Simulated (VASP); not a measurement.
A run of VASP 6.6.1 is set up as follows.

File INCAR:

```
ALGO = Normal
EDIFF = 1E-6
ENCUT = 520
GGA = PE
ISIF = 2
ISMEAR = -1
LASPH = T
LCHARG = F
LREAL = F
LWAVE = F
NBANDS = 26
NELM = 80
PREC = Accurate
SIGMA = 0.02
```

The input KPOINTS:

```
k-points
0
Gamma
  8 8 6
```

POSCAR

```
Ga2PN
1.0
    3.5664501465      0.0000000000      0.0000000000
    0.0000000000      3.5664501465      0.0000000000
    0.0000000000      0.0000000000      5.0191161939
N Ga P
1 2 1
Direct
    0.0000000000      0.0000000000      0.0000000000
    0.0000000000      0.5000000000      0.7919590280
    0.5000000000      0.0000000000      0.2080409720
    0.5000000000      0.5000000000      0.5000000000
```

Potentials or basis: VASP PAW PBE potentials, release 64 (N, Ga_d, P).

Launch:

```sh
$ cat potpaw_PBE.64/N/POTCAR potpaw_PBE.64/Ga_d/POTCAR potpaw_PBE.64/P/POTCAR > POTCAR
$ mpirun -np 1 vasp_std > vasp.out
```

(1) Predict the pressure.

(2) Estimate the largest force.

(3) Predict the band gap on the k mesh.

## Answers

(1) 0.0 GPa.

(2) 0.034 eV/Å.

(3) zero (filled and empty bands touch).

Caveat: semilocal functionals underestimate gaps, so a narrow gap can read as zero.
